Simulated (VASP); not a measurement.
Wanted: the native input for a VASP 6.6.1 run.

```
Task                   : relaxation of cell and atoms
Functional             : PBEsol
Dispersion             : D3(BJ)
Potentials or basis    : VASP PAW PBE potentials, release 64 (Rh_pv)
Cutoff                 : 600 eV
k mesh                 : 11 × 11 × 3
Occupations            : methfessel-paxton, width 0.1 eV
Spin                   : no spin polarisation
Dipole correction      : no
Further INCAR settings : ALGO = Normal; EDIFF = 1e-06; IBRION = 2; EDIFFG = -0.02; NSW = 80; ISIF = 3
```

The structure of Rh lies in POSCAR:

```
Rh
1.0
    2.6917400000      0.0000000000      0.0000000000
   -1.3458700000      2.3311200000      0.0000000000
    0.0000000000      0.0000000000      8.7980700000
Rh
4
Direct
    0.0000000000      0.0000000000      0.0000000000
    0.3333333333      0.6666666667      0.2500000000
    0.0000000000      0.0000000000      0.5000000000
    0.6666666667      0.3333333333      0.7500000000
```

This isn't the form of Rh at room conditions, which is fcc.

The input as run:

INCAR

```
SYSTEM = Rh
ALGO     = Normal         ! electronic algorithm
EDIFF    = 1E-6           ! SCF threshold, eV
EDIFFG   = -0.02          ! ionic threshold
ENCUT    = 600            ! plane-wave cutoff, eV
GGA      = PS             ! functional
IBRION   = 2              ! ionic algorithm
ISIF     = 3              ! what is computed and relaxed
ISMEAR   = 1              ! smearing method
IVDW     = 12             ! dispersion correction
LASPH    = .True.         ! aspherical terms in the spheres
LCHARG   = .False.        ! write CHGCAR
LREAL    = .False.        ! projectors in reciprocal space
LWAVE    = .False.        ! write WAVECAR
NELM     = 80             ! most SCF steps
NSW      = 80             ! ionic steps
PREC     = Accurate       ! precision mode
SIGMA    = 0.1            ! smearing width, eV
```

KPOINTS

```
k-points
0
Gamma
  11 11 3
  0 0 0
```

Potentials or basis: VASP PAW PBE potentials, release 64 (Rh_pv).

The run is started by

```sh
$ cat potpaw_PBE.64/Rh_pv/POTCAR > POTCAR
$ mpirun -np 1 vasp_std > vasp.out
```

It gave:

* Relaxed volume: 13.18 Å³/atom
* Relaxed cell: a = 2.655 Å, b = 2.655 Å, c = 8.638 Å, α = 90.00°, β = 90.00°, γ = 120.00°
* Space group after relaxing (to 0.1 Å): P6_3/mmc (No. 194)
* Energy gained by relaxing: 26.2 meV/atom
* Ionic steps: 7
* Pressure after relaxing: 0.2 GPa
* Band gap on the k mesh: zero (bands 30 and 31 overlap by 1.76 eV)
* Dispersion energy per atom: -0.635 eV

Caveat: the PAW data sets were made with another functional, which shifts forces and pressure a little.

Run time: 7.7 min on 1 thread of Intel Xeon 8259CL, with other jobs on the host, peak memory 0.24 GiB.
